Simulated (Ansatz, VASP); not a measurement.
MnO in VASP and in Ansatz

```
CELL_PARAMETERS angstrom
3.08088 0.00000 0.00000
1.54044 2.66812 0.00000
1.54044 0.88937 2.51553
ATOMIC_POSITIONS crystal
Mn 0.00000 0.00000 0.00000
O 0.50000 0.50000 0.50000
```

Change from the starting cell: volume scaled by 0.94.

Alike in both runs: task single point; functional RPBE; dispersion D3(BJ); k mesh 10 × 10 × 10; occupations fermi-dirac, width 0.1 eV; collinear spin; Hubbard terms Mn d U = 2.0 eV.

```csv
,VASP,Ansatz
version,VASP 6.6.1,Ansatz 0.2.0
potentials or method,"VASP PAW PBE potentials, release 64 (Mn_pv, O), cutoff 520 eV","all-electron LAPW, scalar-relativistic"
```

VASP gave:

| Quantity | Value |
| --- | --- |
| gap on the k mesh at the Fermi level (eV) | none |
| pressure (GPa) | 7.9 |
| net moment per atom (μB) | 2.49 |
| size of the moment on the site where the two differ most (μB) | 4.54 |

**Question.** What did Ansatz give for the same quantities?

**Answer.** gap on the k mesh at the Fermi level (eV): none; pressure (GPa): 8.8; net moment per atom (μB): 2.49; size of the moment on the site where the two differ most (μB): 4.50.

VASP's potentials were made for PBE, not for RPBE. Site moments also hang on the region over which each program counts them. The programs project onto different local orbitals, so the same U acts differently, and such runs can settle in different states. A gap of «none» marks a metal or a gap that the smearing closes. Ansatz ran all-electron here, and VASP with PAW potentials.

Noted on Ansatz's run: the magnetic state may not be the lowest; U is the effective U less J, on atomic orbitals that reach past the spheres.
